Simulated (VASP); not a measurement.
Crystal: Ta.

```
Ta
1.0
     2.70473    0.00000    0.00000
     0.00000    2.70473    0.00000
     0.00000    0.00000    2.70473
Ta
1
Direct
  0.00000 0.00000 0.00000
```

This isn't the form of Ta at room conditions, which is bcc.

| Quantity | Value |
| --- | --- |
| Program | VASP 6.6.1 |
| Task | relaxation of cell and atoms |
| Functional | PBE |
| Potentials or basis | VASP PAW PBE potentials, release 64 (Ta_pv) |
| Cutoff | 600 eV |
| k mesh | 14 × 14 × 14 |
| Occupations | fermi-dirac, width 0.08 eV |
| Spin | no spin polarisation |

At the start: pressure 6.9 GPa; volume 19.79 Å³/atom.

Q: Where does the relaxation end?

A: Over 4 steps the energy falls by 18.9 meV/atom and the volume is 20.70 Å³/atom (+4.6 %); space group Pm-3m (No. 221, to 0.1 Å) before and after.

The path:
```csv
step,energy change (eV),largest force (eV/Å),pressure (GPa),volume (Å³)
1,0.0000,0.0000,6.92,19.79
2,0.0319,0.0000,-9.34,22.34
3,-0.0189,0.0000,-0.13,20.72
4,-0.0189,0.0000,-0.02,20.70
```

Final structure:
```
Ta
1.0
     2.74562    0.00000    0.00000
     0.00000    2.74562    0.00000
     0.00000    0.00000    2.74562
Ta
1
Direct
  0.00000 0.00000 0.00000
```
